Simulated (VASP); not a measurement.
Write the native input for VASP 6.6.1 that does the following.

```yaml
Task: single point
Functional: PBEsol
Potentials_or_basis: VASP PAW PBE potentials, release 64 (Ge_d)
Cutoff: 520 eV
k_mesh: 15 × 15 × 15
Occupations: fermi-dirac, width 0.1 eV
Spin: no spin polarisation
Dipole_correction: no
Further_INCAR_settings: ALGO = Normal; EDIFF = 1e-06; NBANDS = 13
```

The structure of Ge lies in POSCAR:

```
Ge
1.0
    0.0000000000      2.0713156510      2.0713156510
    2.0713156510      0.0000000000      2.0713156510
    2.0713156510      2.0713156510      0.0000000000
Ge
1
Direct
    0.0000000000      0.0000000000      0.0000000000
```

This cell differs from its parent crystal: volume scaled by 0.96.

One way to write it, as run:

INCAR

```
SYSTEM = Ge
ALGO = Normal
EDIFF = 1E-6
ENCUT = 520
GGA = PS
ISIF = 2
ISMEAR = -1
LASPH = .True.
LCHARG = .True.
LELF = .True.
LREAL = .False.
LVHAR = .True.
LWAVE = .False.
NBANDS = 13
NELM = 100
PREC = Accurate
SIGMA = 0.1
```

KPOINTS

```
k-points
0
Gamma
  15 15 15
  0 0 0
```

Potentials or basis: VASP PAW PBE potentials, release 64 (Ge_d).

The run is started by

```sh
$ cat potpaw_PBE.64/Ge_d/POTCAR > POTCAR
$ mpirun -np 1 vasp_std > vasp.out
```

It gave:

* Pressure: 3.7 GPa
* Band gap on the k mesh: zero (band 7 reaches 16.90 eV, above the bottom of band 8 at 4.84 eV)

Caveat: the PAW data sets were made with another functional, which shifts forces and pressure a little.

It took 7.7 s on 1 thread of Intel(R) Xeon(R) 6975P-C (Granite Rapids) (shared host), peak memory 0.15 GiB.
